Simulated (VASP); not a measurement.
A run of VASP 6.6.1 is set up as follows.

File INCAR:

```
PREC     = Accurate       # precision mode
ENCUT    = 520            # plane-wave cutoff, eV
EDIFF    = 1E-6           # SCF threshold, eV
ISMEAR   = -1             # smearing method
SIGMA    = 0.13605693000000002 # smearing width, eV
LREAL    = F              # projectors in reciprocal space
LASPH    = T              # aspherical terms in the spheres
NELM     = 100            # most SCF steps
ALGO     = Normal         # electronic algorithm
ISIF     = 2              # what is computed and relaxed
LWAVE    = F              # write WAVECAR
LCHARG   = F              # write CHGCAR
GGA      = PS             # functional
NBANDS   = 8              # bands
```

The input KPOINTS:

```
Automatic mesh
0
Gamma
  18 18 18
```

Contents of POSCAR:

```
N
1.0
    1.8381763595      0.0000000000      0.0000000000
    0.0000000000      1.8381763595      0.0000000000
    0.0000000000      0.0000000000      1.8381763595
N
1
Direct
    0.0000000000      0.0000000000      0.0000000000
```

Potentials or basis: VASP PAW PBE potentials, release 64 (N).

Launch:

```bash
$ cat potpaw_PBE.64/N/POTCAR > POTCAR
$ mpirun -np 1 vasp_std > vasp.out
```

Q: Predict the pressure.

A: -0.9 GPa.

Q: Estimate the band gap on the k mesh.

A: Zero (an odd number of electrons rules out a gap without spin polarisation).

Caveat: the PAW data sets were made with another functional, which shifts forces and pressure a little.
